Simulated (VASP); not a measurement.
# MnS (Fm-3m) in VASP: notebook, part 2 of 2

VASP 6.6.1.

### Step 3. Single point, PBEsol, collinear spin, ferromagnetic start

The input, INCAR:

```
SYSTEM = MnS
ALGO     = Normal         ! electronic algorithm
EDIFF    = 1E-6           ! SCF threshold, eV
ENCUT    = 520            ! plane-wave cutoff, eV
GGA      = PS             ! functional
ISIF     = 2              ! what is computed and relaxed
ISMEAR   = -1             ! smearing method
ISPIN    = 2              ! spin polarisation
LASPH    = .True.         ! aspherical terms in the spheres
LCHARG   = .False.        ! write CHGCAR
LMAXMIX  = 4              ! l up to which the mixer works
LORBIT   = 11             ! projections on sites
LREAL    = .False.        ! projectors in reciprocal space
LWAVE    = .False.        ! write WAVECAR
MAGMOM   = 2 0            ! initial moments
NBANDS   = 20             ! bands
NELM     = 150            ! most SCF steps
NUPDOWN  = 2.0            ! fixed moment
PREC     = Accurate       ! precision mode
SIGMA    = 0.05           ! smearing width, eV
```

The input, KPOINTS:

```
k-points
0
Gamma
  7 7 7
  0 0 0
```

The input, POSCAR:

```
MnS
1.0
    0.0000000000      2.6045000000      2.6045000000
    2.6045000000      0.0000000000      2.6045000000
    2.6045000000      2.6045000000      0.0000000000
Mn S
1 1
Direct
    0.0000000000      0.0000000000      0.0000000000
    0.5000000000      0.5000000000      0.5000000000
```

Potentials or basis: VASP PAW PBE potentials, release 64 (Mn_pv, S).

Started as:

```bash
$ cat potpaw_PBE.64/Mn_pv/POTCAR potpaw_PBE.64/S/POTCAR > POTCAR
$ mpirun -np 1 vasp_std > vasp.out
```

OUTCAR:

```text
SYSTEM = MnS
   EDIFF = 1E-6
   ENCUT = 520
   GGA = PS
   ISIF = 2
   ISMEAR = -1
   ISPIN = 2
   LASPH = .True.
   LORBIT = 11
   LREAL = .False.
   NELM = 150
   NUPDOWN = 2.0
   PREC = Accurate

 ion  position               nearest neighbor table
   1  0.000  0.000  0.000-   2 2.60   2 2.60   2 2.60   2 2.60   2 2.60   2 2.60
   2  0.500  0.500  0.500-   1 2.60   1 2.60   1 2.60   1 2.60   1 2.60   1 2.60

  LATTYP: Found a face centered cubic cell.
 ALAT       =     5.2090000000

  Lattice vectors:

 A1 = (   0.0000000000,   2.6045000000,   2.6045000000)
 A2 = (   2.6045000000,   0.0000000000,   2.6045000000)
 A3 = (   2.6045000000,   2.6045000000,   0.0000000000)

Analysis of symmetry for initial positions (statically):
=====================================================================
 Subroutine PRICEL returns:
 Original cell was already a primitive cell.

 Routine SETGRP: Setting up the symmetry group for a
 face centered cubic supercell.

 Subroutine GETGRP returns: Found 48 space group operations
 (whereof 48 operations were pure point group operations)
 out of a pool of 48 trial point group operations.

The static configuration has the point symmetry O_h .

Analysis of symmetry for dynamics (positions and initial velocities):
=====================================================================
 Subroutine PRICEL returns:
 Original cell was already a primitive cell.

 Routine SETGRP: Setting up the symmetry group for a
 face centered cubic supercell.

 Subroutine GETGRP returns: Found 48 space group operations
 (whereof 48 operations were pure point group operations)
 out of a pool of 48 trial point group operations.

The dynamic configuration has the point symmetry O_h .

Analysis of structural, dynamic, and magnetic symmetry:
=====================================================================
 Subroutine PRICEL returns:
 Original cell was already a primitive cell.

 Routine SETGRP: Setting up the symmetry group for a
 face centered cubic supercell.

[... 142 lines left out ...]
  free energy    TOTEN  =       -13.55626678 eV

  energy without entropy =      -13.53146564  energy(sigma->0) =      -13.54386621

 E-fermi :   6.6446     XC(G=0): -10.8820

 val. band max:        6.5705363467   @ k =   0.1429   0.0000   0.0000
 cond. band min:       5.6201755071   @ k =  -0.4286   0.4286   0.0000
 fundamental gap:     -0.9503608397
 Fermi energy:         5.6063685672

 spin component 1

 k-point     1 :       0.0000    0.0000    0.0000
  band No.  band energies     occupation
      1     -42.7264      1.00000
      2     -42.7264      1.00000
      3     -42.7264      1.00000
      4      -8.2264      1.00000
      5       4.0886      1.00000
      6       4.0886      1.00000
[... 436 lines left out ...]
      6       1.1107      1.00000
[... 12 lines left out ...]
     19      21.8925      0.00000
     20      23.2877      0.00000
 Fermi energy:         6.6446038572

 spin component 2

 k-point     1 :       0.0000    0.0000    0.0000
  band No.  band energies     occupation
      1     -40.5908      1.00000
      2     -40.5908      1.00000
      3     -40.5908      1.00000
      4      -8.2854      1.00000
      5       4.3376      1.00000
      6       4.3376      1.00000
[... 449 lines left out ...]
     19      21.9969      0.00000
     20      23.3974      0.00000

------------------------ aborting loop because EDIFF is reached ----------------------------------------

  FORCE on cell =-STRESS in cart. coord.  units (eV):
  Direction    XX          YY          ZZ          XY          YZ          ZX
  --------------------------------------------------------------------------------------
  -------------------------------------------------------------------------------------
  Total       -5.3724700     -5.3724700     -5.3724700      0.0000000     -0.0000000      0.0000000
  in kB     -243.6023642   -243.6023642   -243.6023642      0.0000000     -0.0000000      0.0000000
  external PRESSURE =    -243.6023642 kB  Pullay stress =       0.0000000 kB

 VOLUME and BASIS-vectors are now :
 -----------------------------------------------------------------------------
  energy-cutoff  :      520.00
  volume of cell :       35.33
      direct lattice vectors                 reciprocal lattice vectors
     0.000000000  2.604500000  2.604500000    -0.191975427  0.191975427  0.191975427
     2.604500000  0.000000000  2.604500000     0.191975427 -0.191975427  0.191975427
     2.604500000  2.604500000  0.000000000     0.191975427  0.191975427 -0.191975427

 POSITION                                       TOTAL-FORCE (eV/Angst)
 -----------------------------------------------------------------------------------
      0.00000      0.00000      0.00000        -0.000000      0.000000     -0.000000
      2.60450      2.60450      2.60450         0.000000     -0.000000      0.000000
 -----------------------------------------------------------------------------------
    total drift:                               -0.000000      0.000000      0.000000

  FREE ENERGIE OF THE ION-ELECTRON SYSTEM (eV)
  ---------------------------------------------------
  free  energy   TOTEN  =       -13.5562667797 eV

  energy  without entropy=      -13.5314656447  energy(sigma->0) =      -13.54386621

 total charge

# of ion       s       p       d       tot
------------------------------------------
    1        0.204   6.134   5.063  11.401
    2        1.321   2.273   0.000   3.594
--------------------------------------------------
tot          1.524   8.407   5.063  14.994

 magnetization (x)

# of ion       s       p       d       tot
------------------------------------------
    1        0.018   0.005   2.039   2.062
    2       -0.004  -0.075   0.000  -0.079
--------------------------------------------------
tot          0.013  -0.069   2.039   1.983
```

OSZICAR:

```text
N       E                     dE             d eps       ncg     rms          rms(c)
DAV:   1     0.149801707478E+03    0.14980E+03   -0.10102E+04  1608   0.976E+02
DAV:   2    -0.725071115417E+01   -0.15705E+03   -0.14906E+03  1696   0.282E+02
DAV:   3    -0.148568226572E+02   -0.76061E+01   -0.74627E+01  1864   0.661E+01
DAV:   4    -0.149504617851E+02   -0.93639E-01   -0.93565E-01  1800   0.759E+00
DAV:   5    -0.149517952907E+02   -0.13335E-02   -0.13335E-02  1800   0.953E-01    0.111E+01
DAV:   6    -0.152654664397E+02   -0.31367E+00   -0.10919E+01  1740   0.371E+01    0.150E+01
DAV:   7    -0.135993884748E+02    0.16661E+01   -0.56336E+00  1728   0.271E+01    0.368E+00
DAV:   8    -0.135526110219E+02    0.46777E-01   -0.13649E-01  1752   0.340E+00    0.156E+00
DAV:   9    -0.135570126976E+02   -0.44017E-02   -0.19116E-02  1932   0.106E+00    0.618E-01
DAV:  10    -0.135563057131E+02    0.70698E-03   -0.53794E-03  1740   0.847E-01    0.191E-01
DAV:  11    -0.135562565585E+02    0.49155E-04   -0.41039E-04  1904   0.170E-01    0.967E-02
DAV:  12    -0.135562607862E+02   -0.42277E-05   -0.10567E-04  2264   0.101E-01    0.570E-02
DAV:  13    -0.135562666067E+02   -0.58205E-05   -0.14928E-05  1704   0.352E-02    0.272E-02
DAV:  14    -0.135562667797E+02   -0.17297E-06   -0.50811E-06  2072   0.244E-02
   1 F= -.13556267E+02 E0= -.13543866E+02  d E =-.248011E-01  mag=     2.0000
```

It took 14 s on 1 thread of Intel Xeon Platinum 8559C (Emerald Rapids), shared host; peak memory 0.18 GiB.

What came out:

```
Free energy                                           : -13.5563 eV
Pressure                                              : -24.4 GPa
Net moment                                            : 2.00 μB per cell
Site moments                                          : Mn +2.06; S -0.08 μB
Valence electrons inside the program's atomic spheres : Mn 11.40; S 3.59
```

Caveat: the PAW data sets were made with another functional, which shifts forces and pressure a little; the total moment is fixed, so each spin has its own Fermi level; a cell with one magnetic atom can't hold antiferromagnetic order, which such compounds often take.
